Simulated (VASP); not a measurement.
Wanted: the native input for a VASP 6.6.1 run.

* Task: single point
* Functional: LDA
* Potentials or basis: VASP PAW LDA potentials, release 64 (B, N)
* Cutoff: 600 eV
* k mesh: 12 × 12 × 12
* Occupations: gaussian, width 0.05 eV
* Spin: no spin polarisation
* Dipole correction: no
* Further INCAR settings: ALGO = Normal; EDIFF = 1e-06; NBANDS = 11

The structure of BN lies in POSCAR:

```
BN
1.0
    1.1510320406      0.6645486584      3.3729344033
   -1.1510320406      0.6645486584      3.3729344033
    0.0000000000     -1.3290973169      3.3729344033
B N
1 1
Direct
    0.9996712000      0.9996712000      0.9996712000
    0.3327618000      0.3327618000      0.3327618000
```

This cell differs from its parent crystal: strain -0.080 along x and y, +0.000 along z.

One way to write it, as run:

INCAR

```
SYSTEM = BN
PREC = Accurate ; ENCUT = 600
EDIFF = 1E-6 ; ISMEAR = 0
SIGMA = 0.05 ; LREAL = .FALSE.
LASPH = .TRUE. ; NELM = 120
ALGO = Normal ; ISIF = 2
LWAVE = .FALSE. ; LCHARG = .FALSE.
GGA = CA ; NBANDS = 11
GGA_COMPAT = .FALSE.
```

KPOINTS

```
Automatic mesh
0
G
  12 12 12
  0 0 0
```

Potentials or basis: VASP PAW LDA potentials, release 64 (B, N).

Launch:

```sh
$ cat potpaw_LDA.64/B/POTCAR potpaw_LDA.64/N/POTCAR > POTCAR
$ mpirun -np 1 vasp_std > vasp.out
```

Results of the run:

```yaml
Pressure: 79.3 GPa
Largest_force: 0.007 eV/Å
Band_gap_on_the_k_mesh: 4.49 eV, indirect (least direct gap 5.14 eV)
```

Caveat: the cell differs from its parent crystal (strain -0.080 along x and y, +0.000 along z).

Wall time 98 s on 1 thread of Intel(R) Xeon(R) Platinum 8375C CPU @ 2.90GHz (Ice Lake), with other jobs on the host, peak memory 0.16 GiB.
